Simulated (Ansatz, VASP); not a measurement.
## Two plane-wave programs on Zn

INCAR

```
PREC     = Accurate       # precision mode
ENCUT    = 520            # plane-wave cutoff, eV
EDIFF    = 1E-6           # SCF threshold, eV
ISMEAR   = 0              # smearing method
SIGMA    = 0.1            # smearing width, eV
LREAL    = False          # projectors in reciprocal space
LASPH    = True           # aspherical terms in the spheres
NELM     = 80             # most SCF steps
ALGO     = Normal         # electronic algorithm
ISIF     = 2              # what is computed and relaxed
LWAVE    = False          # write WAVECAR
LCHARG   = False          # write CHGCAR
LDIPOL   = True         
IDIPOL   = 3            
DIPOL    = 0.5 0.5 0.500
GGA      = PE             # functional
NBANDS   = 19             # bands
```

The input KPOINTS:

```
regular mesh
0
Gamma
  6 6 1
```

The input POSCAR:

```
Zn
1.0
    2.7352650000      0.0000000000      0.0000000000
   -1.3676330000      2.3688090000      0.0000000000
    0.0000000000      0.0000000000     17.0000000000
Zn
2
Direct
    0.0000000000      0.0000000000      0.5619336500
    0.0000000000      0.0000000000      0.4380663500
```

Input for Ansatz:

```yaml
crystal:
  lattice:
    - [2.735265, 0.0, 0.0]
    - [-1.367633, 2.368809, 0.0]
    - [0.0, 0.0, 17.0]
  atoms:
    - { symbol: Zn, position: [0.0, 0.0, 0.56193365] }
    - { symbol: Zn, position: [0.0, 0.0, 0.43806635] }
  periodic: [true, true, false]
basis:
  ecutwfc: 420
kpoints:
  mp_grid: { grid: [6, 6, 1] }
hamiltonian:
  xc: pbe
scf:
  occupations: { method: gaussian, width: 0.1 }
  lower_state_search: "off"
output:
  forces: true
  stress: true
  eigenvalues: true
```

Alike in both runs: task single point; functional PBE; k mesh 6 × 6 × 1; occupations gaussian, width 0.1 eV; no spin polarisation.

|  | VASP | Ansatz |
| --- | --- | --- |
| version | VASP 6.6.1 | Ansatz 0.2.0 |
| potentials or method | VASP PAW PBE potentials, release 64 (Zn), cutoff 520 eV | scalar-relativistic, plane waves, PAW |
| valence electrons in the cell | 24 | 24 |

|  | VASP | Ansatz | Ansatz less VASP |
| --- | --- | --- | --- |
| gap on the k mesh at the Fermi level (eV) | none | none | - |
| rms of the force components (eV/Å) | 2.528 | 2.462 | -0.0664 |

Atom by atom the forces differ by 0.066 eV/Å (rms over components). A gap of «none» marks a metal or a gap that the smearing closes. The functional is the same, so the differences come from potentials, cutoffs and numerics. Ansatz's warnings: slab cell height set.

The k mesh is coarse, so the values compare programs but aren't converged.
